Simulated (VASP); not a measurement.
# SiC in VASP: further runs

The runs below take SiC through single point, with PBE.

Program: VASP 6.6.1. These are calculated values, not measurements. Logs are shortened: lines on timing, memory, paths and dates and some standing lists are left out, and cuts for length are marked.

## (1) The cell of the first run

The structure is tetragonal, space group I-4m2 (No. 119). The conventional cell has a = 3.159 Å, b = 3.159 Å, c = 4.320 Å, α = 90.00°, β = 90.00°, γ = 90.00°. Within 2.5 Å of Si (site symmetry -4m2) lie 4 C at 1.91 Å. C (site symmetry -4m2) has 4 Si at 1.91 Å within 2.5 Å.

## (2) Single point, PBE (biaxial strain in the a-b plane: +2.0 %, then relaxed in part)

Contents of INCAR:

```
SYSTEM = SiC
PREC = Accurate ; ENCUT = 520
EDIFF = 1E-7 ; ISMEAR = 0
SIGMA = 0.02 ; LREAL = .FALSE.
LASPH = .TRUE. ; NELM = 80
ALGO = Normal ; ISIF = 2
LWAVE = .FALSE. ; LCHARG = .FALSE.
GGA = PE ; NBANDS = 16
```

Contents of KPOINTS:

```
Automatic mesh
0
G
  10 10 6
  0 0 0
```

Contents of POSCAR:

```
SiC
1.0
    2.2336602303      2.2336602303      0.0000000000
   -2.2336602303      2.2336602303      0.0000000000
    0.0000000000      0.0000000000      4.3202997687
Si C
2 2
Direct
    0.5000000000      0.0000000000      0.7500000000
    0.0000000000      0.5000000000      0.2500000000
    0.0000000000      0.0000000000      0.0000000000
    0.5000000000      0.5000000000      0.5000000000
```

Potentials or basis: VASP PAW PBE potentials, release 64 (Si, C).

Started as:

```sh
$ cat potpaw_PBE.64/Si/POTCAR potpaw_PBE.64/C/POTCAR > POTCAR
$ mpirun -np 1 vasp_std > vasp.out
```

OUTCAR:

```text
SYSTEM = SiC
   PREC = Accurate
   ENCUT = 520
   EDIFF = 1E-7
   ISMEAR = 0
   LREAL = .FALSE.
   LASPH = .TRUE.
   NELM = 80
   ISIF = 2
   GGA = PE

 ion  position               nearest neighbor table
   1  0.500  0.000  0.750-   3 1.91   4 1.91   4 1.91   3 1.91   2 3.11   2 3.11   2 3.11   2 3.11
                             2 3.11   2 3.11   2 3.11   2 3.11
   2  0.000  0.500  0.250-   3 1.91   4 1.91   3 1.91   4 1.91   1 3.11   1 3.11   1 3.11   1 3.11
                             1 3.11   1 3.11   1 3.11   1 3.11
   3  0.000  0.000  0.000-   1 1.91   2 1.91   2 1.91   1 1.91
   4  0.500  0.500  0.500-   1 1.91   2 1.91   1 1.91   2 1.91

  LATTYP: Found a simple tetragonal cell.
 ALAT       =     3.1588725914
 C/A-ratio  =     1.3676714219

  Lattice vectors:

 A1 = (   2.2336602303,   2.2336602303,   0.0000000000)
 A2 = (  -2.2336602303,   2.2336602303,   0.0000000000)
 A3 = (   0.0000000000,   0.0000000000,   4.3202997687)

Analysis of symmetry for initial positions (statically):
=====================================================================
 Subroutine PRICEL returns following result:

  LATTYP: Found a body centered tetragonal cell.
 ALAT       =     3.1588725914
 C/A-ratio  =     1.3676714219

  Lattice vectors:

 A1 = (   0.0000000000,  -2.2336602303,  -2.1601498843)
 A2 = (   0.0000000000,   2.2336602303,  -2.1601498843)
 A3 = (   2.2336602303,   0.0000000000,   2.1601498843)

   2 primitive cells build up your supercell.

 Routine SETGRP: Setting up the symmetry group for a
 simple tetragonal supercell.

 Subroutine GETGRP returns: Found  8 space group operations
 (whereof  8 operations were pure point group operations)
 out of a pool of 16 trial point group operations.

The static configuration has the point symmetry D_2d.

Analysis of symmetry for dynamics (positions and initial velocities):
=====================================================================
 Subroutine PRICEL returns following result:

  LATTYP: Found a body centered tetragonal cell.
 ALAT       =     3.1588725914
 C/A-ratio  =     1.3676714219

  Lattice vectors:

 A1 = (   0.0000000000,  -2.2336602303,  -2.1601498843)
 A2 = (   0.0000000000,   2.2336602303,  -2.1601498843)
 A3 = (   2.2336602303,   0.0000000000,   2.1601498843)

   2 primitive cells build up your supercell.

 Routine SETGRP: Setting up the symmetry group for a
 simple tetragonal supercell.

[... 99 lines left out ...]
   LNONCOLLINEAR =      F non collinear calculations
   LSORBIT =      F    spin-orbit coupling
   LASPH  =      T    aspherical Exc in radial PAW
   ENCUT  =  520.0 eV  38.22 Ry    6.18 a.u.   5.87  5.87  8.03*2*pi/ulx,y,z
   NELM   =     80;   NELMIN=  2; NELMDL= -5     # of ELM steps
   EDIFF  = 0.1E-06   stopping-criterion for ELM
   LREAL  =      F    real-space projection
   EDIFFG = 0.1E-05   stopping-criterion for IOM
   NSW    =      0    number of steps for IOM
   IBRION =     -1    ionic relax: 0-MD 1-quasi-New 2-CG
   NFREE  =      0    steps in history (QN), initial steepest desc. (CG)
   ISIF   =      2    stress and relaxation
   ISYM   =      2    0-nonsym 1-usesym 2-fastsym
   POTIM  = 0.5000    time-step for ionic-motion
   TEBEG  =    0.0;   TEEND  =   0.0 temperature during run
   PSTRESS=    0.0 pullay stress
   NELECT =      16.0000    total number of electrons
   NUPDOWN=      -1.0000    fix difference up-down
   EMIN   =  10.00;   EMAX   =-10.00  energy-range for DOS
   EFERMI =   0.00;   METHOD = LEGACY
   ISMEAR =     0;   SIGMA  =   0.02  broadening in eV -4-tet -1-fermi 0-gaus
   EFERMI_NEDOS =   21; number of points for ismear=-14 and -15
   IALGO  =     38    algorithm
   IMIX   =      4    mixing-type and parameters
     AMIX     =   0.40;   BMIX     =  1.00
     AMIX_MAG =   1.60;   BMIX_MAG =  1.00
  volume/ion in A,a.u.               =      10.78        72.73
  Fermi-wavevector in a.u.,A,eV,Ry     =   1.176491  2.223247 18.832262  1.384132
  Thomas-Fermi vector in A             =   2.312854
   LORBIT       =      0    0 simple, 1 ext, 2 COOP (PROOUT), +10 PAW based schemes
   GGA     = PE    functional components
   LHFCALC =     F    Hartree Fock is set to
   AEXX    =    0.0000 exact exchange contribution
   IVDW    =     0    specifies the selected vdW correction
   LEPSILON=     F    determine dielectric tensor
   LRPA    =     F    only Hartree local field effects (RPA)
 non-spin polarized calculation
 Gauss-broadening in eV      SIGMA  =   0.02
  energy-cutoff  :      520.00
  volume of cell :       43.11
 maximum number of plane-waves:      1184
 NGX is ok and might be reduce to    24

 number of electron      15.9999999 magnetization

 Free energy of the ion-electron system (eV)
  ---------------------------------------------------
  ext. energy  EPLUGINS =         0.00000000
  ---------------------------------------------------
  free energy    TOTEN  =       -30.07896478 eV

  energy without entropy =      -30.07896478  energy(sigma->0) =      -30.07896478

 E-fermi :   7.8923     XC(G=0): -11.1799

 val. band max:        7.8010386376   @ k =   0.0000   0.0000   0.0000
 cond. band min:       8.8623519739   @ k =   0.0000   0.0000   0.0000
 fundamental gap:      1.0613133363
 Fermi energy:         7.8922800324

 k-point     1 :       0.0000    0.0000    0.0000
  band No.  band energies     occupation
      1      -7.4297      2.00000
      2      -2.4379      2.00000
      3       0.2596      2.00000
      4       4.3245      2.00000
      5       4.3245      2.00000
      6       7.5879      2.00000
[... 433 lines left out ...]
      3       0.8970      2.00000
      4       3.2627      2.00000
      5       4.8277      2.00000
      6       4.8342      2.00000
[... 8 lines left out ...]
     15      18.9611      0.00000
     16      19.0078      0.00000

 [... further k-points ...]
[... 5 lines left out ...]
  --------------------------------------------------------------------------------------
  -------------------------------------------------------------------------------------
  Total       -2.1555523     -2.1555523     -0.0079205      0.0000000      0.0000000      0.0000000
  in kB      -80.1107963    -80.1107963     -0.2943631      0.0000000      0.0000000      0.0000000
  external PRESSURE =     -53.5053186 kB  Pullay stress =       0.0000000 kB

 VOLUME and BASIS-vectors are now :
 -----------------------------------------------------------------------------
  energy-cutoff  :      520.00
  volume of cell :       43.11
      direct lattice vectors                 reciprocal lattice vectors
     2.233660230  2.233660230  0.000000000     0.223847832  0.223847832  0.000000000
    -2.233660230  2.233660230  0.000000000    -0.223847832  0.223847832  0.000000000
     0.000000000  0.000000000  4.320299769     0.000000000  0.000000000  0.231465420

 POSITION                                       TOTAL-FORCE (eV/Angst)
 -----------------------------------------------------------------------------------
      1.11683      1.11683      3.24022         0.000000      0.000000      0.000000
     -1.11683      1.11683      1.08007         0.000000      0.000000     -0.000000
      0.00000      0.00000      0.00000         0.000000     -0.000000      0.000000
      0.00000      2.23366      2.16015        -0.000000     -0.000000      0.000000
 -----------------------------------------------------------------------------------
    total drift:                               -0.000000      0.000000     -0.000000

  FREE ENERGIE OF THE ION-ELECTRON SYSTEM (eV)
  ---------------------------------------------------
  free  energy   TOTEN  =       -30.0789647796 eV

  energy  without entropy=      -30.0789647796  energy(sigma->0) =      -30.07896478
```

OSZICAR:

```text
N       E                     dE             d eps       ncg     rms          rms(c)
DAV:   1     0.213019563023E+02    0.21302E+02   -0.70447E+03  2688   0.899E+02
DAV:   2    -0.310689473087E+02   -0.52371E+02   -0.47089E+02  3888   0.147E+02
DAV:   3    -0.335462372360E+02   -0.24773E+01   -0.24654E+01  3504   0.292E+01
DAV:   4    -0.335653573564E+02   -0.19120E-01   -0.19116E-01  3296   0.316E+00
DAV:   5    -0.335655528130E+02   -0.19546E-03   -0.19545E-03  3472   0.304E-01    0.119E+01
DAV:   6    -0.301348946795E+02    0.34307E+01   -0.62035E+00  3392   0.153E+01    0.530E+00
DAV:   7    -0.300963524715E+02    0.38542E-01   -0.10404E+00  3528   0.589E+00    0.241E+00
DAV:   8    -0.300805718645E+02    0.15781E-01   -0.48377E-02  3248   0.142E+00    0.566E-01
DAV:   9    -0.300786464643E+02    0.19254E-02   -0.79205E-03  3424   0.593E-01    0.131E-01
DAV:  10    -0.300789438254E+02   -0.29736E-03   -0.11915E-03  3488   0.200E-01    0.628E-02
DAV:  11    -0.300789626728E+02   -0.18847E-04   -0.11375E-04  3304   0.749E-02    0.162E-02
DAV:  12    -0.300789642389E+02   -0.15661E-05   -0.81428E-06  3120   0.181E-02    0.512E-03
DAV:  13    -0.300789647077E+02   -0.46878E-06   -0.26745E-07  3352   0.345E-03    0.138E-03
DAV:  14    -0.300789647796E+02   -0.71944E-07   -0.10035E-07  2352   0.213E-03
   1 F= -.30078965E+02 E0= -.30078965E+02  d E =-.172012E-13
```

Wall time 17 s (1 thread of Intel Xeon 6975P-C (Granite Rapids), shared host); peak memory 0.17 GiB.

What came out:

* Free energy: -30.0790 eV
* Pressure: -5.4 GPa
* Band gap on the k mesh: 1.06 eV

Levels at points of the mesh, in eV from the valence-band top:
| k point | band 5 | band 6 | band 7 | band 8 | band 9 | band 10 | band 11 | band 12 |
| --- | --- | --- | --- | --- | --- | --- | --- | --- |
| (0.00, 0.00, 0.00) | -3.48 | -0.21 | -0.21 | 0.00 | 1.06 | 3.66 | 5.60 | 6.82 |
| (0.50, 0.00, 0.00) | -4.17 | -4.17 | -1.52 | -1.52 | 4.95 | 4.95 | 8.28 | 8.28 |
| (0.50, 0.50, 0.00) | -3.15 | -3.15 | -3.10 | -3.10 | 1.35 | 1.35 | 4.23 | 4.23 |
| (0.00, 0.00, 0.50) | -2.19 | -2.19 | -2.19 | -2.19 | 3.73 | 3.73 | 5.87 | 5.87 |
| (0.50, 0.00, 0.50) | -1.38 | -1.38 | -1.00 | -1.00 | 4.84 | 4.84 | 6.68 | 6.68 |
| (0.50, 0.50, 0.50) | -4.99 | -4.99 | -4.68 | -4.68 | 5.31 | 5.31 | 9.14 | 9.14 |

Caveat: the cell differs from its parent crystal (biaxial strain in the a-b plane: +2.0 %, then relaxed in part). A k mesh can miss the band edges.

## (3) Single point, PBE (biaxial strain in the a-b plane: +2.0 %)

Contents of INCAR:

```
ALGO = Normal ; EDIFF = 1E-6
ENCUT = 520 ; GGA = PE
ISIF = 2 ; ISMEAR = 0
LASPH = True ; LCHARG = False
LREAL = False ; LWAVE = False
NBANDS = 16 ; NELM = 100
PREC = Accurate ; SIGMA = 0.02
```

Contents of KPOINTS:

```
k-points
0
Gamma
  10 10 6
```

Changes to POSCAR since step 2:

```diff
@@ -4,3 +4,3 @@
    -2.2336602303      2.2336602303      0.0000000000
-    0.0000000000      0.0000000000      4.3202997687
+    0.0000000000      0.0000000000      4.3271692304
 Si C
```

Potentials or basis: VASP PAW PBE potentials, release 64 (Si, C).

Started as:

```sh
$ cat potpaw_PBE.64/Si/POTCAR potpaw_PBE.64/C/POTCAR > POTCAR
$ mpirun -np 1 vasp_std > vasp.out
```

It took 18 s on 1 thread of Intel Xeon 6975P-C (Granite Rapids), shared host; peak memory 0.17 GiB.

Results (log left out):

```
Free energy            : -30.0789 eV
Pressure               : -5.6 GPa
Band gap on the k mesh : 1.08 eV
```

Stress tensor (GPa, compression positive):
```
-8.19  0.00  0.00
 0.00 -8.19  0.00
 0.00  0.00 -0.57
```

Levels at points of the mesh, in eV from the valence-band top:
| k point | band 4 | band 5 | band 6 | band 7 | band 8 | band 9 | band 10 | band 11 | band 12 | band 13 |
| --- | --- | --- | --- | --- | --- | --- | --- | --- | --- | --- |
| (0.00, 0.00, 0.00) | -3.46 | -3.46 | -0.20 | -0.20 | 0.00 | 1.08 | 3.68 | 5.59 | 6.82 | 6.92 |
| (0.50, 0.00, 0.00) | -5.88 | -4.17 | -4.17 | -1.51 | -1.51 | 4.96 | 4.96 | 8.28 | 8.28 | 8.54 |
| (0.50, 0.50, 0.00) | -7.93 | -3.15 | -3.15 | -3.10 | -3.10 | 1.36 | 1.36 | 4.22 | 4.22 | 12.97 |
| (0.00, 0.00, 0.50) | -3.33 | -2.18 | -2.18 | -2.18 | -2.18 | 3.73 | 3.73 | 5.88 | 5.88 | 10.03 |
| (0.50, 0.00, 0.50) | -8.44 | -1.36 | -1.36 | -1.00 | -1.00 | 4.84 | 4.84 | 6.70 | 6.70 | 7.22 |
| (0.50, 0.50, 0.50) | -7.17 | -4.97 | -4.97 | -4.67 | -4.67 | 5.30 | 5.30 | 9.12 | 9.12 | 9.49 |

Caveat: the cell differs from its parent crystal (biaxial strain in the a-b plane: +2.0 %). A k mesh can miss the band edges.

## (4) Single point, PBE

Contents of INCAR:

```
ALGO = Normal
EDIFF = 1E-6
ENCUT = 520
GGA = PE
ISIF = 2
ISMEAR = 0
LASPH = True
LCHARG = False
LREAL = False
LWAVE = False
NBANDS = 16
NELM = 60
PREC = Accurate
SIGMA = 0.02
```

KPOINTS is that of step 3.

Changes to POSCAR since step 3:

```diff
@@ -4,3 +4,3 @@
    -2.2336602303      2.2336602303      0.0000000000
-    0.0000000000      0.0000000000      4.3271692304
+    0.0000000000      0.0000000000      4.3202997687
 Si C
```

Started as:

```sh
$ cat potpaw_PBE.64/Si/POTCAR potpaw_PBE.64/C/POTCAR > POTCAR
$ mpirun -np 1 vasp_std > vasp.out
```

Run time: 16 s. Hardware: 1 thread of Intel Xeon 6975P-C (Granite Rapids), shared host; peak memory 0.17 GiB.

Results (log left out):

- Free energy: -30.0790 eV
- Pressure: -5.4 GPa
- Band gap on the k mesh: 1.06 eV

Stress tensor (GPa, compression positive):
```
-8.01  0.00  0.00
 0.00 -8.01  0.00
 0.00  0.00 -0.03
```

Levels at points of the mesh, in eV from the valence-band top:
| k point | band 5 | band 6 | band 7 | band 8 | band 9 | band 10 | band 11 | band 12 |
| --- | --- | --- | --- | --- | --- | --- | --- | --- |
| (0.00, 0.00, 0.00) | -3.48 | -0.21 | -0.21 | 0.00 | 1.06 | 3.66 | 5.60 | 6.82 |
| (0.50, 0.00, 0.00) | -4.17 | -4.17 | -1.52 | -1.52 | 4.95 | 4.95 | 8.28 | 8.28 |
| (0.50, 0.50, 0.00) | -3.15 | -3.15 | -3.10 | -3.10 | 1.35 | 1.35 | 4.23 | 4.23 |
| (0.00, 0.00, 0.50) | -2.19 | -2.19 | -2.19 | -2.19 | 3.73 | 3.73 | 5.87 | 5.87 |
| (0.50, 0.00, 0.50) | -1.38 | -1.38 | -1.00 | -1.00 | 4.84 | 4.84 | 6.68 | 6.68 |
| (0.50, 0.50, 0.50) | -4.99 | -4.99 | -4.68 | -4.68 | 5.31 | 5.31 | 9.14 | 9.14 |

A k mesh can miss the band edges. PBE gaps usually lie below the measured ones, often by a third to a half.

## (5) Single point, PBE

This run uses another cell than the first one: it holds 16 atoms, not 4.

Contents of INCAR:

```
PREC = Accurate
ENCUT = 600
EDIFF = 1E-6
ISMEAR = 0
SIGMA = 0.01
LREAL = F
LASPH = T
NELM = 120
ALGO = Normal
ISIF = 2
LWAVE = F
LCHARG = F
GGA = PE
NBANDS = 46
GGA_COMPAT = F
```

Contents of KPOINTS:

```
Automatic mesh
0
Gamma
  1 1 1
```

Contents of POSCAR:

```
SiC
1.0
    0.0000000000      4.3797259441     -4.3797259441
    4.3797259441      4.3797259441      0.0000000000
    4.3797259441      0.0000000000     -4.3797259441
Si C
8 8
Direct
    0.3750000000      0.3750000000      0.3750000000
    0.3750000000      0.8750000000      0.3750000000
    0.8750000000      0.3750000000      0.3750000000
    0.8750000000      0.8750000000      0.3750000000
    0.3750000000      0.3750000000      0.8750000000
    0.3750000000      0.8750000000      0.8750000000
    0.8750000000      0.3750000000      0.8750000000
    0.8750000000      0.8750000000      0.8750000000
    0.5000000000      0.5000000000      0.0000000000
    0.5000000000      0.0000000000      0.0000000000
    1.0000000000      0.5000000000      0.0000000000
    1.0000000000      0.0000000000      0.0000000000
    0.5000000000      0.5000000000      0.5000000000
    0.5000000000      0.0000000000      0.5000000000
    1.0000000000      0.5000000000      0.5000000000
    1.0000000000      0.0000000000      0.5000000000
```

Started as:

```sh
$ cat potpaw_PBE.64/Si/POTCAR potpaw_PBE.64/C/POTCAR > POTCAR
$ mpirun -np 1 vasp_gam > vasp.out
```

It used 38 s of CPU time on 1 thread of AMD EPYC 7R13 Processor (Zen 3), on a shared host.

Results (log left out):

| Property | Result |
| --- | --- |
| Free energy | -100.6489 eV |
| Pressure | 8.2 GPa |
| Band gap on the k mesh | 0.96 eV |

Levels at points of the mesh, in eV from the valence-band top:
| k point | band 29 | band 30 | band 31 | band 32 | band 33 | band 34 | band 35 | band 36 |
| --- | --- | --- | --- | --- | --- | --- | --- | --- |
| (0.00, 0.00, 0.00) | -1.11 | 0.00 | 0.00 | 0.00 | 0.96 | 0.96 | 0.96 | 3.87 |

Caveat: the k points lie up to 1.24 Å⁻¹ apart. A k mesh can miss the band edges.

## (6) Overview

```tsv
cell	k mesh	cutoff (eV)	smearing	gap on the mesh (eV)	pressure (GPa)
a = 3.159, b = 3.159, c = 4.320 Å, 4 atoms	10 × 10 × 6	520	gaussian 0.02 eV	1.06	-5.4
a = 3.159, b = 3.159, c = 4.327 Å, 4 atoms	10 × 10 × 6	520	gaussian 0.02 eV	1.08	-5.6
a = 6.194 Å, angles 60.0°, 16 atoms	1 × 1 × 1	600	gaussian 0.01 eV	0.96	8.2
```

Alike in all rows: task single point; level PBE; potentials or basis VASP PAW PBE potentials, release 64 (Si, C); no spin polarisation.

Caveats: some runs use coarse meshes.

Total energies depend on the potentials used, so only differences within one code and one set of settings carry meaning.
